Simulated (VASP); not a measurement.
# CdInS2 (P-3m1) in VASP: notebook, part 2 of 3

VASP 6.6.1. The steps go on from the part before.

## 3. Single point, PBE

This run uses another cell than the first one, of the same volume but with other edges.

INCAR

```
SYSTEM = CdInS2
ALGO = Normal
EDIFF = 1E-6
ENCUT = 520
GGA = PE
ISIF = 2
ISMEAR = 0
LASPH = .TRUE.
LCHARG = .FALSE.
LREAL = .FALSE.
LWAVE = .FALSE.
NBANDS = 26
NELM = 100
PREC = Accurate
SIGMA = 0.15
```

KPOINTS

```
k-points
0
G
  12 12 6
  0 0 0
```

POSCAR

```
CdInS2
1.0
    4.0863836495      0.0000000000      0.0000000000
   -2.0431918247      3.5389120501      0.0000000000
    0.0000000000      0.0000000000      6.1115953862
Cd In S
1 1 2
Direct
    0.0000000000      0.0000000000      0.0000000000
    0.0000000000      0.0000000000      0.5000000000
    0.6666666667      0.3333333333      0.7945164209
    0.3333333333      0.6666666667      0.2054835791
```

Potentials or basis: VASP PAW PBE potentials, release 64 (Cd, In_d, S).

Command:

```sh
> cat potpaw_PBE.64/Cd/POTCAR potpaw_PBE.64/In_d/POTCAR potpaw_PBE.64/S/POTCAR > POTCAR
> mpirun -np 1 vasp_std > vasp.out
```

OUTCAR:

```text
SYSTEM = CdInS2
   EDIFF = 1E-6
   ENCUT = 520
   GGA = PE
   ISIF = 2
   ISMEAR = 0
   LASPH = .TRUE.
   LREAL = .FALSE.
   NELM = 100
   PREC = Accurate

 ion  position               nearest neighbor table
   1  0.000  0.000  0.000-   3 2.67   4 2.67   4 2.67   3 2.67   3 2.67   4 2.67   2 3.06   2 3.06

   2  0.000  0.000  0.500-   3 2.97   4 2.97   4 2.97   3 2.97   3 2.97   4 2.97   1 3.06   1 3.06

   3  0.667  0.333  0.795-   1 2.67   1 2.67   1 2.67   2 2.97   2 2.97   2 2.97
   4  0.333  0.667  0.205-   1 2.67   1 2.67   1 2.67   2 2.97   2 2.97   2 2.97

  LATTYP: Found a hexagonal cell.
 ALAT       =     4.0863836495
 C/A-ratio  =     1.4956000000

  Lattice vectors:

 A1 = (   4.0863836495,   0.0000000000,   0.0000000000)
 A2 = (  -2.0431918247,   3.5389120501,   0.0000000000)
 A3 = (   0.0000000000,   0.0000000000,   6.1115953862)

Analysis of symmetry for initial positions (statically):
=====================================================================
 Subroutine PRICEL returns:
 Original cell was already a primitive cell.

 Routine SETGRP: Setting up the symmetry group for a
 hexagonal supercell.

 Subroutine GETGRP returns: Found 12 space group operations
 (whereof 12 operations were pure point group operations)
 out of a pool of 24 trial point group operations.

The static configuration has the point symmetry D_3d.

Analysis of symmetry for dynamics (positions and initial velocities):
=====================================================================
 Subroutine PRICEL returns:
 Original cell was already a primitive cell.

 Routine SETGRP: Setting up the symmetry group for a
 hexagonal supercell.

 Subroutine GETGRP returns: Found 12 space group operations
 (whereof 12 operations were pure point group operations)
 out of a pool of 24 trial point group operations.

The dynamic configuration has the point symmetry D_3d.

 Subroutine INISYM returns: Found 12 space group operations
 (whereof 12 operations are pure point group operations),
 and found     1 'primitive' translations

----------------------------------------------------------------------------------------

                                     Primitive cell

  volume of cell :      88.3819

  direct lattice vectors                    reciprocal lattice vectors
     4.086383650  0.000000000  0.000000000     0.244715153  0.141286359  0.000000000
    -2.043191825  3.538912050  0.000000000     0.000000000  0.282572719  0.000000000
     0.000000000  0.000000000  6.111595386     0.000000000  0.000000000  0.163623397

  length of vectors
     4.086383650  4.086383649  6.111595386     0.282572719  0.282572719  0.163623397

  position of ions in fractional coordinates (direct lattice)
     0.000000000  0.000000000  0.000000000
     0.000000000  0.000000000  0.500000000
     0.666666667  0.333333333  0.794516421
     0.333333333  0.666666667  0.205483579

  ion indices of the primitive-cell ions
   primitive index   ion index
                 1           1
                 2           2
                 3           3
                 4           4

----------------------------------------------------------------------------------------

 KPOINTS: k-points

Automatic generation of k-mesh.
 Grid dimensions read from file:
 generate k-points for:   12   12    6

 Generating k-lattice:

  Cartesian coordinates                     Fractional coordinates (reciprocal lattice)
     0.020392929  0.011773863  0.000000000     0.083333333  0.000000000  0.000000000
     0.000000000  0.023547727  0.000000000     0.000000000  0.083333333  0.000000000
     0.000000000  0.000000000  0.027270566     0.000000000  0.000000000  0.166666667

  Length of vectors
     0.023547727  0.023547727  0.027270566

  Shift w.r.t. Gamma in fractional coordinates (k-lattice)
     0.000000000  0.000000000  0.000000000

 Subroutine IBZKPT returns following result:
 ===========================================

 Found    100 irreducible k-points:

 Following reciprocal coordinates:
            Coordinates               Weight
  0.000000  0.000000  0.000000      1.000000
  0.083333 -0.000000  0.000000      6.000000
  0.166667  0.000000  0.000000      6.000000
  0.250000 -0.000000  0.000000      6.000000
  0.333333 -0.000000  0.000000      6.000000
  0.416667  0.000000  0.000000      6.000000
[... 16 lines left out ...]
  0.166667  0.000000  0.166667      6.000000
  0.000000  0.166667  0.166667      6.000000
 [... further k-points ...]
   k-points           NKPTS =    100   k-points in BZ     NKDIM =    100   number of bands    NBANDS=     26
   number of dos      NEDOS =    301   number of ions     NIONS =      4
   total plane-waves  NPLWV =  43200
   dimension x,y,z NGX =    30 NGY =   30 NGZ =   48
   dimension x,y,z NGXF=    60 NGYF=   60 NGZF=   96
   ions per type =               1   1   2
   NGX,Y,Z   is equivalent  to a cutoff of  12.20, 12.20, 13.06 a.u.
   NGXF,Y,Z  is equivalent  to a cutoff of  24.41, 24.41, 26.11 a.u.
 SYSTEM =  CdInS2
   PREC   = accura    normal or accurate (medium, high low for compatibility)
   ISTART =      0    job   : 0-new  1-cont  2-samecut
   ICHARG =      2    charge: 1-file 2-atom 10-const
   ISPIN  =      1    spin polarized calculation?
   LNONCOLLINEAR =      F non collinear calculations
   LSORBIT =      F    spin-orbit coupling
   LASPH  =      T    aspherical Exc in radial PAW
   ENCUT  =  520.0 eV  38.22 Ry    6.18 a.u.   7.60  7.60 11.36*2*pi/ulx,y,z
   NELM   =    100;   NELMIN=  2; NELMDL= -5     # of ELM steps
   EDIFF  = 0.1E-05   stopping-criterion for ELM
   LREAL  =      F    real-space projection
[... 7 lines left out ...]
   TEBEG  =    0.0;   TEEND  =   0.0 temperature during run
   PSTRESS=    0.0 pullay stress
   NELECT =      37.0000    total number of electrons
   NUPDOWN=      -1.0000    fix difference up-down
   EMIN   =  10.00;   EMAX   =-10.00  energy-range for DOS
   EFERMI =   0.00;   METHOD = LEGACY
   ISMEAR =     0;   SIGMA  =   0.15  broadening in eV -4-tet -1-fermi 0-gaus
   EFERMI_NEDOS =   21; number of points for ismear=-14 and -15
   IALGO  =     38    algorithm
   IMIX   =      4    mixing-type and parameters
     AMIX     =   0.40;   BMIX     =  1.00
     AMIX_MAG =   1.60;   BMIX_MAG =  1.00
  volume/ion in A,a.u.               =      22.10       149.11
  Fermi-wavevector in a.u.,A,eV,Ry     =   1.224675  2.314300 20.406415  1.499829
  Thomas-Fermi vector in A             =   2.359741
   LORBIT       =      0    0 simple, 1 ext, 2 COOP (PROOUT), +10 PAW based schemes
   GGA     = PE    functional components
   LHFCALC =     F    Hartree Fock is set to
   AEXX    =    0.0000 exact exchange contribution
   IVDW    =     0    specifies the selected vdW correction
   LEPSILON=     F    determine dielectric tensor
   LRPA    =     F    only Hartree local field effects (RPA)
 non-spin polarized calculation
 Gauss-broadening in eV      SIGMA  =   0.15
  energy-cutoff  :      520.00
  volume of cell :       88.38
 maximum number of plane-waves:      2410
   NGX = 15   NGY = 15   NGZ = 23

 number of electron      37.0000003 magnetization

 Free energy of the ion-electron system (eV)
  ---------------------------------------------------
  ext. energy  EPLUGINS =         0.00000000
  ---------------------------------------------------
  free energy    TOTEN  =       -12.51611597 eV

  energy without entropy =      -12.49776454  energy(sigma->0) =      -12.50694026

 E-fermi :   4.9932     XC(G=0): -10.0256

 val. band max:        4.9926584526   @ k =   0.3333   0.2500   0.3333
 cond. band min:       5.0006581684   @ k =   0.0000   0.0000   0.3333
 fundamental gap:      0.0079997158
 Fermi energy:         4.9931958172

 k-point     1 :       0.0000    0.0000    0.0000
  band No.  band energies     occupation
      1      -9.5706      2.00000
      2      -9.4717      2.00000
      3      -9.4717      2.00000
      4      -9.4440      2.00000
      5      -9.4440      2.00000
      6      -8.7634      2.00000
[... 18 lines left out ...]
     25      11.4817      0.00000
     26      12.8626      0.00000

 k-point     2 :       0.0833   -0.0000    0.0000
  band No.  band energies     occupation
      1      -9.5675      2.00000
      2      -9.4839      2.00000
      3      -9.4714      2.00000
      4      -9.4448      2.00000
      5      -9.4412      2.00000
      6      -8.7167      2.00000
[... 630 lines left out ...]
 k-point    24 :       0.0000    0.1667    0.1667
  band No.  band energies     occupation
      1      -9.5528      2.00000
      2      -9.5168      2.00000
      3      -9.4710      2.00000
      4      -9.4469      2.00000
      5      -9.4324      2.00000
      6      -8.5394      2.00000
[... 18 lines left out ...]
     25      11.1632      0.00000
     26      11.5969      0.00000

 [... further k-points ...]
[... 5 lines left out ...]
  --------------------------------------------------------------------------------------
  -------------------------------------------------------------------------------------
  Total        0.2603636      0.2603636      5.2616748      0.0000000     -0.0000000      0.0000000
  in kB        4.7198412      4.7198412     95.3830228      0.0000000     -0.0000000      0.0000000
  external PRESSURE =      34.9409017 kB  Pullay stress =       0.0000000 kB

 VOLUME and BASIS-vectors are now :
 -----------------------------------------------------------------------------
  energy-cutoff  :      520.00
  volume of cell :       88.38
      direct lattice vectors                 reciprocal lattice vectors
     4.086383650  0.000000000  0.000000000     0.244715153  0.141286359  0.000000000
    -2.043191825  3.538912050  0.000000000     0.000000000  0.282572719  0.000000000
     0.000000000  0.000000000  6.111595386     0.000000000  0.000000000  0.163623397

 POSITION                                       TOTAL-FORCE (eV/Angst)
 -----------------------------------------------------------------------------------
      0.00000      0.00000      0.00000        -0.000000      0.000000      0.000000
      0.00000      0.00000      3.05580        -0.000000      0.000000      0.000000
      2.04319      1.17964      4.85576         0.000000      0.000000     -1.132272
     -0.00000      2.35927      1.25583         0.000000     -0.000000      1.132272
 -----------------------------------------------------------------------------------
    total drift:                                0.000000     -0.000000      0.000000

  FREE ENERGIE OF THE ION-ELECTRON SYSTEM (eV)
  ---------------------------------------------------
  free  energy   TOTEN  =       -12.5161159688 eV

  energy  without entropy=      -12.4977645445  energy(sigma->0) =      -12.50694026
```

OSZICAR:

```text
N       E                     dE             d eps       ncg     rms          rms(c)
DAV:   1     0.319060945611E+03    0.31906E+03   -0.17610E+04  5210   0.154E+03
DAV:   2     0.177612255521E+02   -0.30130E+03   -0.28982E+03  5312   0.394E+02
DAV:   3    -0.122898946581E+02   -0.30051E+02   -0.29493E+02  6632   0.123E+02
DAV:   4    -0.133387249323E+02   -0.10488E+01   -0.10402E+01  6006   0.224E+01
DAV:   5    -0.133711242792E+02   -0.32399E-01   -0.32386E-01  7516   0.422E+00    0.109E+01
DAV:   6    -0.125227629256E+02    0.84836E+00   -0.17828E+00  7986   0.200E+01    0.875E+00
DAV:   7    -0.125187273578E+02    0.40356E-02   -0.55842E-01  5848   0.409E+00    0.359E+00
DAV:   8    -0.125166581626E+02    0.20692E-02   -0.60777E-02  6266   0.256E+00    0.501E-01
DAV:   9    -0.125159657332E+02    0.69243E-03   -0.90489E-03  6398   0.116E+00    0.171E-01
DAV:  10    -0.125160570680E+02   -0.91335E-04   -0.82962E-04  5978   0.218E-01    0.118E-01
DAV:  11    -0.125161168107E+02   -0.59743E-04   -0.38454E-04  6508   0.177E-01    0.341E-02
DAV:  12    -0.125161151052E+02    0.17055E-05   -0.55150E-05  6424   0.572E-02    0.265E-02
DAV:  13    -0.125161159688E+02   -0.86362E-06   -0.34107E-06  6034   0.113E-02
   1 F= -.12516116E+02 E0= -.12506940E+02  d E =-.183514E-01
```

It took 5.1 min on 1 thread of Intel Xeon 8259CL, shared host; peak memory 0.36 GiB.

What came out:

```yaml
Free_energy: -12.5161 eV
Pressure: 3.5 GPa
Largest_force: 1.132 eV/Å
Band_gap_on_the_k_mesh: zero (an odd number of electrons rules out a gap without spin polarisation)
```

Forces on the atoms (eV/Å):
```
Cd   0.000  0.000  0.000
In   0.000  0.000  0.000
S    0.000  0.000 -1.132
S    0.000  0.000  1.132
```

Levels at points of the mesh, in eV from the Fermi level:
```csv
k point,band 17,band 18,band 19,band 20,band 21,band 22
"(0.00, 0.00, 0.00)",-1.68,-1.53,-1.53,1.42,4.41,4.41
"(0.50, 0.00, 0.00)",-3.01,-1.21,0.30,1.86,2.07,3.78
"(0.00, 0.00, 0.50)",-1.61,-1.61,0.72,0.77,3.94,4.43
"(0.50, 0.00, 0.50)",-2.31,-1.94,-0.58,1.47,3.73,4.74
```

Caveat: the stress differs along the axes, from 0 to 10 GPa; spin-orbit coupling is left out, which moves the levels of the heavy elements; an odd number of electrons without spin polarisation forces a metal; a magnetic or distorted state may lie lower.

[end of part 2 of 3]
